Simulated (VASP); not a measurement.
SnC4: relaxation of shape and atoms at fixed volume with PBE

The system is SnC4.

```
Sn C
1.0
     4.23768    0.00000    0.00000
    -2.11884    3.66994    0.00000
     0.00000    0.00000   15.26437
Sn C
3 12
Cartesian
  0.0000 0.0000 7.6322
  2.1188 1.2233 9.2037
  0.0000 2.4466 6.0606
  -0.7063 1.2233 2.1258
  0.7063 1.2233 2.1258
  -0.7062 3.6700 2.1258
  0.7062 3.6700 2.1258
  1.4126 2.4466 2.1258
  -1.4126 2.4466 2.1258
  0.7063 1.2234 13.1386
  1.4126 0.0000 13.1386
  3.5314 1.2234 13.1386
  2.8251 0.0000 13.1386
  1.4125 2.4466 13.1386
  2.8252 2.4466 13.1386
```

| Item | Value |
| --- | --- |
| Program | VASP 6.6.1 |
| Task | relaxation of shape and atoms at fixed volume |
| Functional | PBE |
| Potentials or basis | VASP PAW PBE potentials, release 64 (Sn_d, C) |
| Cutoff | 600 eV |
| k mesh | 12 × 12 × 2 |
| Occupations | gaussian, width 0.1 eV |
| Spin | no spin polarisation |
| Dipole correction | no |
| Further INCAR settings | ALGO = Normal; EDIFF = 1e-07; IBRION = 2; EDIFFG = -0.01; NSW = 50; ISIF = 4 |

```
Energy gained by relaxing : 7.2 meV/atom
Ionic steps               : 8
Pressure after relaxing   : 0.2 GPa
Band gap on the k mesh    : zero (bands 45 and 46 overlap by 0.62 eV)
```

The path:
| step | energy change (eV) | largest force (eV/Å) | pressure (GPa) | volume (Å³) |
| --- | --- | --- | --- | --- |
| 1 | 0.0000 | 0.2265 | 4.67 | 237.39 |
| 2 | -0.1025 | 0.1685 | 0.81 | 237.39 |
| 3 | -0.1035 | 0.1655 | 0.41 | 237.39 |
| 4 | -0.1058 | 0.1179 | 0.35 | 237.39 |
| 5 | -0.1084 | 0.0297 | 0.18 | 237.39 |
| 6 | -0.1084 | 0.0279 | 0.19 | 237.39 |
| 7 | -0.1071 | 0.1286 | 0.15 | 237.39 |
| 8 | -0.1085 | 0.0011 | 0.19 | 237.39 |

Final structure:
```xyz
15
Lattice="4.2838 0.0000 0.0000 -2.1419 3.7099 0.0000 0.0000 0.0000 14.9377" Properties=species:S:1:pos:R:3 pbc="T T T"
Sn    0.0000    0.0000    7.4688
Sn    2.1419    1.2366    9.0504
Sn    0.0000    2.4732    5.8873
C     3.5697    1.2366    2.0802
C     0.7140    1.2366    2.0802
C     1.4280    0.0001    2.0802
C     2.8558    0.0001    2.0802
C     1.4279    2.4732    2.0802
C     2.8558    2.4732    2.0802
C     0.7139    1.2367   12.8575
C    -0.7139    3.7098   12.8575
C    -0.7139    1.2367   12.8575
C     0.7139    3.7098   12.8575
C     1.4279    2.4732   12.8575
C    -1.4279    2.4732   12.8575
```

Levels at points of the mesh, in eV from the Fermi level:
```csv
k point,band 43,band 44,band 45,band 46,band 47,band 48
"(0.00, 0.00, 0.00)",-0.45,-0.45,-0.44,-0.44,-0.06,-0.06
"(0.50, 0.00, 0.00)",-2.78,-2.02,-1.12,0.32,0.56,1.04
"(0.00, 0.00, 0.50)",-0.45,-0.45,-0.44,-0.44,-0.06,-0.06
"(0.50, 0.00, 0.50)",-2.79,-2.02,-1.11,0.32,0.57,1.02
```

Wall time 86 min on 1 thread of AMD EPYC 7R13 (shared host), peak memory 0.67 GiB.

Caveat: semilocal functionals underestimate gaps, so a narrow gap can read as zero; spin-orbit coupling is left out, which moves the levels of the heavy elements; this functional lacks dispersion, which binds the layers, so the pressure and a relaxed spacing across them are unreliable.
